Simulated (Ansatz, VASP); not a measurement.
SnTe in VASP and in Ansatz

The input INCAR:

```
PREC = Accurate
ENCUT = 520
EDIFF = 1E-8
ISMEAR = -1
SIGMA = 0.08
LREAL = F
LASPH = T
NELM = 100
ALGO = Normal
ISIF = 2
LWAVE = F
LCHARG = F
LEFG = T
NBANDS = 17
```

The input KPOINTS:

```
Automatic mesh
0
Gamma
  11 11 11
```

The input POSCAR:

```
SnTe
1.0
    0.0000000000      3.2511950000      3.1565000000
    3.2511950000      0.0000000000      3.1565000000
    3.2511950000      3.2511950000      0.0000000000
Sn Te
1 1
Direct
    0.0000000000      0.0000000000      0.0000000000
    0.5000000000      0.5000000000      0.5000000000
```

Input for Ansatz:

```yaml
crystal:
  lattice:
    - [0.0, 3.251195, 3.1565]
    - [3.251195, 0.0, 3.1565]
    - [3.251195, 3.251195, 0.0]
  atoms:
    - { symbol: Sn, position: [0.0, 0.0, 0.0] }
    - { symbol: Te, position: [0.5, 0.5, 0.5] }
kpoints:
  mp_grid: { grid: [11, 11, 11] }
scf:
  occupations: { method: fermi_dirac, width: 0.08 }
hamiltonian:
  xc: lda
  pseudopotentials: { kind: all_electron, datasets: crystal }
output:
  forces: true
  stress: true
  eigenvalues: true
  efg: { contact_densities: true }
```

Change from the starting cell: equal xx and yy strain of +3 %, crystal datasets.

Alike in both runs: task electric field gradients; functional LDA; k mesh 11 × 11 × 11; occupations fermi-dirac, width 0.08 eV; no spin polarisation.

|  | VASP | Ansatz |
| --- | --- | --- |
| version | VASP 6.6.1 | Ansatz 0.2.0 |
| potentials or method | VASP PAW LDA potentials, release 64 (Sn_d, Te), cutoff 520 eV | all-electron PAW with datasets made for the crystal, scalar-relativistic |

|  | VASP | Ansatz | Ansatz less VASP |
| --- | --- | --- | --- |
| pressure (GPa) | -3.8 | -3.8 | 0.00 |
| traceless stress, the component that is largest in VASP (GPa) | 1.99 | 1.97 | -0.017 |
| size of Vzz on the site where it differs most (V/Å²) | 9.7 | 8.4 | -1.30 |

LDA's correlation is that of Perdew and Zunger in VASP and of Perdew and Wang (1992) in Ansatz. Ansatz ran all-electron here, and VASP with PAW potentials.

Spin-orbit coupling is off throughout.
